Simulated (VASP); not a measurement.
Wanted: the native input for a VASP 6.6.1 run.

* Task: single point
* Functional: LDA
* Potentials or basis: VASP PAW LDA potentials, release 64 (Cs_sv)
* Cutoff: 520 eV
* k mesh: 9 × 9 × 9
* Occupations: fermi-dirac, width 0.05 eV
* Spin: no spin polarisation
* Dipole correction: no
* Further INCAR settings: ALGO = Normal; EDIFF = 1e-06; NBANDS = 10

The structure of Cs lies in POSCAR:

```
Cs
1.0
   -2.9816503979      2.9816503979      2.9816503979
    2.9816503979     -2.9816503979      2.9816503979
    2.9816503979      2.9816503979     -2.9816503979
Cs
1
Direct
    0.0000000000      0.0000000000      0.0000000000
```

This cell differs from its parent crystal: volume scaled by 0.96.

The input as run:

INCAR

```
PREC = Accurate
ENCUT = 520
EDIFF = 1E-6
ISMEAR = -1
SIGMA = 0.05
LREAL = False
LASPH = True
NELM = 80
ALGO = Normal
ISIF = 2
LWAVE = False
LCHARG = False
NBANDS = 10
```

KPOINTS

```
regular mesh
0
Gamma
  9 9 9
```

Potentials or basis: VASP PAW LDA potentials, release 64 (Cs_sv).

Command:

```sh
$ cat potpaw_LDA.64/Cs_sv/POTCAR > POTCAR
$ mpirun -np 1 vasp_std > vasp.out
```

It gave:

| Quantity | Value |
| --- | --- |
| Pressure | -0.2 GPa |

It took 8.1 s on 1 thread of Intel(R) Xeon(R) 6975P-C (Granite Rapids), on a shared host, peak memory 0.19 GiB.
